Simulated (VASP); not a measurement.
# Hg in VASP: single point with RPBE

Aim: the single point of Hg with RPBE.

Everything below comes from runs of VASP 6.6.1. Logs are shortened: lines on timing, memory, paths and dates and some standing lists are left out, and cuts for length are marked.

## (1) The cell of the first run

The cell holds a single atom in a box, 1 atom: a = 14.000 Å, b = 14.400 Å, c = 14.800 Å, α = 90.00°, β = 90.00°, γ = 90.00°.

## (2) Single point, RPBE, collinear spin

File INCAR:

```
PREC = Accurate
ENCUT = 520
EDIFF = 1E-7
ISMEAR = -1
SIGMA = 0.01
LREAL = F
LASPH = T
NELM = 150
ALGO = Normal
ISIF = 2
LWAVE = F
LCHARG = F
ISPIN = 2
MAGMOM = 2
LORBIT = 11
GGA = RP
ISYM = 0
NBANDS = 16
```

File KPOINTS:

```
Automatic mesh
0
Gamma
  1 1 1
```

File POSCAR:

```
Hg
1.0
   14.0000000000      0.0000000000      0.0000000000
    0.0000000000     14.4000000000      0.0000000000
    0.0000000000      0.0000000000     14.8000000000
Hg
1
Direct
    0.5000000000      0.5000000000      0.5000000000
```

Potentials or basis: VASP PAW PBE potentials, release 64 (Hg).

Launch:

```
cat potpaw_PBE.64/Hg/POTCAR > POTCAR
mpirun -np 1 vasp_gam > vasp.out
```

OUTCAR:

```text
PREC = Accurate
   ENCUT = 520
   EDIFF = 1E-7
   ISMEAR = -1
   LREAL = F
   LASPH = T
   NELM = 150
   ISIF = 2
   ISPIN = 2
   LORBIT = 11
   GGA = RP
   ISYM = 0

 ion  position               nearest neighbor table
   1  0.500  0.500  0.500-

IMPORTANT INFORMATION: All symmetrisations will be switched off!
NOSYMM: (Re-)initialisation of all symmetry stuff for point group C_1.

----------------------------------------------------------------------------------------

                                     Primitive cell

  volume of cell :    2983.6800

  direct lattice vectors                    reciprocal lattice vectors
    14.000000000  0.000000000  0.000000000     0.071428571  0.000000000  0.000000000
     0.000000000 14.400000000  0.000000000     0.000000000  0.069444444  0.000000000
     0.000000000  0.000000000 14.800000000     0.000000000  0.000000000  0.067567568

  length of vectors
    14.000000000 14.400000000 14.800000000     0.071428571  0.069444444  0.067567568

  position of ions in fractional coordinates (direct lattice)
     0.500000000  0.500000000  0.500000000

  ion indices of the primitive-cell ions
   primitive index   ion index
                 1           1

----------------------------------------------------------------------------------------

 KPOINTS: Automatic mesh

Automatic generation of k-mesh.
 Grid dimensions read from file:
 generate k-points for:    1    1    1

 Generating k-lattice:

  Cartesian coordinates                     Fractional coordinates (reciprocal lattice)
     0.071428571  0.000000000  0.000000000     1.000000000  0.000000000  0.000000000
     0.000000000  0.069444444  0.000000000     0.000000000  1.000000000  0.000000000
     0.000000000  0.000000000  0.067567568     0.000000000  0.000000000  1.000000000

  Length of vectors
     0.071428571  0.069444444  0.067567568

  Shift w.r.t. Gamma in fractional coordinates (k-lattice)
     0.000000000  0.000000000  0.000000000

 Subroutine IBZKPT returns following result:
 ===========================================

 Found      1 irreducible k-points:

 Following reciprocal coordinates:
            Coordinates               Weight
  0.000000  0.000000  0.000000      1.000000
   k-points           NKPTS =      1   k-points in BZ     NKDIM =      1   number of bands    NBANDS=     16
   number of dos      NEDOS =    301   number of ions     NIONS =      1
   total plane-waves  NPLWV = ******
   dimension x,y,z NGX =   108 NGY =  108 NGZ =  112
   dimension x,y,z NGXF=   216 NGYF=  216 NGZF=  224
   ions per type =               1
   NGX,Y,Z   is equivalent  to a cutoff of  12.82, 12.47, 12.58 a.u.
   NGXF,Y,Z  is equivalent  to a cutoff of  25.65, 24.94, 25.16 a.u.
 SYSTEM =  unknown system
   PREC   = accura    normal or accurate (medium, high low for compatibility)
   ISTART =      0    job   : 0-new  1-cont  2-samecut
   ICHARG =      2    charge: 1-file 2-atom 10-const
   ISPIN  =      2    spin polarized calculation?
   LNONCOLLINEAR =      F non collinear calculations
   LSORBIT =      F    spin-orbit coupling
   LASPH  =      T    aspherical Exc in radial PAW
   ENCUT  =  520.0 eV  38.22 Ry    6.18 a.u.  26.03 26.77 27.52*2*pi/ulx,y,z
   NELM   =    150;   NELMIN=  2; NELMDL= -5     # of ELM steps
   EDIFF  = 0.1E-06   stopping-criterion for ELM
   LREAL  =      F    real-space projection
   EDIFFG = 0.1E-05   stopping-criterion for IOM
   NSW    =      0    number of steps for IOM
   IBRION =     -1    ionic relax: 0-MD 1-quasi-New 2-CG
   NFREE  =      0    steps in history (QN), initial steepest desc. (CG)
   ISIF   =      2    stress and relaxation
   ISYM   =      0    0-nonsym 1-usesym 2-fastsym
   POTIM  = 0.5000    time-step for ionic-motion
   TEBEG  =    0.0;   TEEND  =   0.0 temperature during run
   PSTRESS=    0.0 pullay stress
   NELECT =      12.0000    total number of electrons
   NUPDOWN=      -1.0000    fix difference up-down
   EMIN   =  10.00;   EMAX   =-10.00  energy-range for DOS
   EFERMI =   0.00;   METHOD = LEGACY
   ISMEAR =    -1;   SIGMA  =   0.01  broadening in eV -4-tet -1-fermi 0-gaus
   EFERMI_NEDOS =   21; number of points for ismear=-14 and -15
   IALGO  =     38    algorithm
   IMIX   =      4    mixing-type and parameters
     AMIX     =   0.40;   BMIX     =  1.00
     AMIX_MAG =   1.60;   BMIX_MAG =  1.00
  volume/ion in A,a.u.               =    2983.68     20134.87
  Fermi-wavevector in a.u.,A,eV,Ry     =   0.260346  0.491983  0.922205  0.067780
  Thomas-Fermi vector in A             =   1.088001
   LORBIT       =     11    0 simple, 1 ext, 2 COOP (PROOUT), +10 PAW based schemes
   GGA     = RP    functional components
   LHFCALC =     F    Hartree Fock is set to
   AEXX    =    0.0000 exact exchange contribution
   IVDW    =     0    specifies the selected vdW correction
   LEPSILON=     F    determine dielectric tensor
   LRPA    =     F    only Hartree local field effects (RPA)
 spin polarized calculation
  energy-cutoff  :      520.00
  volume of cell :     2983.68
 maximum number of plane-waves:     40220
 NGX is ok and might be reduce to   108
   NGX = 53   NGY = 53   NGZ = 55

 number of electron      12.0000002 magnetization       0.0000016

 number of electron      12.0000002 magnetization      -0.0000011

 Free energy of the ion-electron system (eV)
  ---------------------------------------------------
  ext. energy  EPLUGINS =         0.00000000
  ---------------------------------------------------
  free energy    TOTEN  =        -0.00802605 eV

  energy without entropy =       -0.00802605  energy(sigma->0) =       -0.00802605

 E-fermi :  -6.3924     XC(G=0):  -0.3236

 val. band max:       -6.6544280256   @ k =   0.0000   0.0000   0.0000
 cond. band min:      -0.9860251095   @ k =   0.0000   0.0000   0.0000
 fundamental gap:      5.6684029160
 Fermi energy:        -6.3924388307

 spin component 1

 k-point     1 :       0.0000    0.0000    0.0000
  band No.  band energies     occupation
      1      -9.7525      1.00000
      2      -9.7525      1.00000
      3      -9.7525      1.00000
      4      -9.7525      1.00000
      5      -9.7524      1.00000
      6      -6.6544      1.00000
      7      -0.9860      0.00000
      8      -0.9850      0.00000
      9      -0.9837      0.00000
     10      -0.1151      0.00000
     11       0.6021      0.00000
     12       0.6451      0.00000
     13       0.6794      0.00000
     14       0.7766      0.00000
     15       0.8147      0.00000
     16       0.8572      0.00000
 Fermi energy:        -6.3924388307

 spin component 2

 k-point     1 :       0.0000    0.0000    0.0000
  band No.  band energies     occupation
      1      -9.7525      1.00000
      2      -9.7525      1.00000
      3      -9.7525      1.00000
      4      -9.7525      1.00000
      5      -9.7524      1.00000
      6      -6.6544      1.00000
      7      -0.9860      0.00000
      8      -0.9850      0.00000
      9      -0.9837      0.00000
     10      -0.1193      0.00000
     11       0.5962      0.00000
     12       0.6351      0.00000
     13       0.6740      0.00000
     14       0.7748      0.00000
     15       0.8124      0.00000
     16       0.8519      0.00000

------------------------ aborting loop because EDIFF is reached ----------------------------------------

  FORCE on cell =-STRESS in cart. coord.  units (eV):
  Direction    XX          YY          ZZ          XY          YZ          ZX
  --------------------------------------------------------------------------------------
  -------------------------------------------------------------------------------------
  Total       -0.0163988     -0.0164580     -0.0164078      0.0000000     -0.0000000     -0.0000000
  in kB       -0.0088059     -0.0088376     -0.0088107      0.0000000     -0.0000000     -0.0000000
  external PRESSURE =      -0.0088181 kB  Pullay stress =       0.0000000 kB

 VOLUME and BASIS-vectors are now :
 -----------------------------------------------------------------------------
  energy-cutoff  :      520.00
  volume of cell :     2983.68
      direct lattice vectors                 reciprocal lattice vectors
    14.000000000  0.000000000  0.000000000     0.071428571  0.000000000  0.000000000
     0.000000000 14.400000000  0.000000000     0.000000000  0.069444444  0.000000000
     0.000000000  0.000000000 14.800000000     0.000000000  0.000000000  0.067567568

 POSITION                                       TOTAL-FORCE (eV/Angst)
 -----------------------------------------------------------------------------------
      7.00000      7.20000      7.40000         0.000000     -0.000000     -0.000000
 -----------------------------------------------------------------------------------
    total drift:                                0.000000     -0.000000     -0.000000

  FREE ENERGIE OF THE ION-ELECTRON SYSTEM (eV)
  ---------------------------------------------------
  free  energy   TOTEN  =        -0.0080260545 eV

  energy  without entropy=       -0.0080260545  energy(sigma->0) =       -0.00802605

 total charge

# of ion       s       p       d       tot
------------------------------------------
    1        1.063   0.000   9.382  10.445

 magnetization (x)

# of ion       s       p       d       tot
------------------------------------------
    1       -0.000  -0.000  -0.000  -0.000
```

It took 6.7 min on 1 thread of Intel Xeon Platinum 8488C (Sapphire Rapids), shared host; peak memory 2.8 GiB.

What came out:

* Free energy: -0.0080 eV
* Pressure: 0.0 GPa
* Band gap on the k mesh: 5.67 eV
* Net moment: 0.00 μB per cell
* Valence electrons inside the program's atomic spheres: Hg 10.45

Caveat: the PAW data sets were made with another functional, which shifts forces and pressure a little; spin-orbit coupling is left out, which moves the levels of the heavy elements.
